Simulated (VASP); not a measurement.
Input of a VASP 6.6.1 run:

INCAR

```
PREC = Accurate ; ENCUT = 1330
EDIFF = 1E-6 ; ISMEAR = 0
SIGMA = 0.1 ; LREAL = False
LASPH = True ; NELM = 200
ALGO = Normal ; ISIF = 2
LWAVE = False ; LCHARG = False
LDAU = True ; LDAUTYPE = 2
LDAUL = -1 1 ; LDAUU = 0 2.2
LDAUJ = 0 0 ; LDAUPRINT = 1
GGA = PE ; IVDW = 12
NBANDS = 16 ; GGA_COMPAT = False
```

The input KPOINTS:

```
regular mesh
0
Gamma
  3 3 1
```

POSCAR

```
BN
1.0
    2.5539396017      0.0000000000      0.0000000000
   -1.2769698009      2.2117765748      0.0000000000
    0.0000000000      0.0000000000      4.2268550000
B N
2 2
Direct
    0.6666666667      0.3333333333      0.9997240000
    0.3333333333      0.6666666667      0.4997240000
    0.6666666667      0.3333333333      0.6252760000
    0.3333333333      0.6666666667      0.1252760000
```

Potentials or basis: VASP PAW PBE potentials, release 64 (B_h, N_h).

The run is started by

```console
$ cat potpaw_PBE.64/B_h/POTCAR potpaw_PBE.64/N_h/POTCAR > POTCAR
$ mpirun -np 1 vasp_std > vasp.out
```

Task: Predict the dispersion energy per atom.

Result: -0.207 eV.

Task: What does it give for the band gap on the k mesh?

Result: 5.04 eV (least direct gap 8.16 eV).

Task: Estimate the largest force.

Result: 1.314 eV/Å.

Task: Estimate the pressure.

Result: 2.0 GPa.

Stress tensor (GPa, compression positive):
```
 14.80   0.00   0.00
  0.00  14.80   0.00
  0.00   0.00 -23.60
```

Caveat: the k points lie up to 1.49 Å⁻¹ apart; forces of over 1 eV/Å act on the atoms, so gaps and moduli don't describe the material at rest. A k mesh can miss the band edges.
